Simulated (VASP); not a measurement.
The system is Ir3Rh.

```
Ir Rh
1.0
     3.84034    0.00000    0.00000
     0.00000    3.84034    0.00000
     0.00000    0.00000    3.84034
Ir Rh
3 1
Direct
  0.50000 0.00000 0.50000
  0.00000 0.50000 0.50000
  0.50000 0.50000 0.00000
  0.00000 0.00000 0.00000
```

| Item | Value |
| --- | --- |
| Program | VASP 6.6.1 |
| Task | relaxation of volume and atoms at fixed shape |
| Functional | LDA |
| Potentials or basis | VASP PAW LDA potentials, release 64 (Ir, Rh_pv) |
| Cutoff | 600 eV |
| k mesh | 12 × 12 × 12 |
| Occupations | methfessel-paxton, width 0.05 eV |
| Spin | no spin polarisation |

At the start: pressure -10.4 GPa; volume 14.16 Å³/atom.

Task: Where does the relaxation end?

Result: Over 4 steps the energy falls by 13.5 meV/atom and the volume is 13.76 Å³/atom (-2.8 %); space group Pm-3m (No. 221, to 0.1 Å) before and after.

The path:
```
step  energy change (eV)  largest force (eV/Å)  pressure (GPa)  volume (Å³)
   1              0.0000                0.0000          -10.36        56.64
   2              0.7773                0.0000           53.29        49.46
   3             -0.0540                0.0000           -0.52        55.09
   4             -0.0542                0.0000           -0.06        55.03
```

Final structure:
```
Ir Rh
1.0
     3.80357    0.00000    0.00000
     0.00000    3.80357    0.00000
     0.00000    0.00000    3.80357
Ir Rh
3 1
Direct
  0.50000 0.00000 0.50000
  0.00000 0.50000 0.50000
  0.50000 0.50000 0.00000
  0.00000 0.00000 0.00000
```
